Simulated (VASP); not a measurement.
K2ICl, 4 atoms in the cell. The structure is trigonal, space group R-3m (No. 166). Conventional cell: a = 4.887 Å, b = 4.887 Å, c = 24.141 Å, α = 90.00°, β = 90.00°, γ = 120.00°. Within 4.4 Å of Cl (site symmetry -3m) lie 6 K at 3.34 Å. Within 5.0 Å of I (site symmetry -3m) lie 6 K at 3.60 Å and 6 I at 4.89 Å and 6 Cl at 4.91 Å. K (site symmetry 3m) has 3 Cl at 3.34 Å and 3 I at 3.60 Å and 3 K at 4.56 Å within 4.6 Å.  This cell differs from its parent crystal: strain +3.6%.

| Quantity | Value |
| --- | --- |
| Program | VASP 6.6.1 |
| Task | single point |
| Functional | r2SCAN |
| Potentials or basis | VASP PAW PBE potentials, release 64 (Cl, I, K_sv) |
| Cutoff | 520 eV |
| k mesh | 6 × 6 × 6 |
| Occupations | gaussian, width 0.01 eV |
| Spin | no spin polarisation |
| Dipole correction | no |
| Further INCAR settings | ALGO = Normal; EDIFF = 1e-06; NBANDS = 24 |

Potentials or basis: VASP PAW PBE potentials, release 64 (Cl, I, K_sv).

Command:

```bash
$ cat potpaw_PBE.64/Cl/POTCAR potpaw_PBE.64/I/POTCAR potpaw_PBE.64/K_sv/POTCAR > POTCAR
$ cp INCAR.step1 INCAR
$ mpirun -np 1 vasp_std > vasp.out
$ cp INCAR.step2 INCAR
$ mpirun -np 1 vasp_std > vasp.out
```

Hardware: 1 thread of Intel(R) Xeon(R) Platinum 8259CL CPU @ 2.50GHz (Skylake/Cascade Lake), with other jobs on the host.

Question: How long does it take, and how much memory?

Answer: Wall time 32 min on 1 thread of Intel(R) Xeon(R) Platinum 8259CL CPU @ 2.50GHz (Skylake/Cascade Lake), on a shared host, peak memory 0.69 GiB. Counts: k points 32.
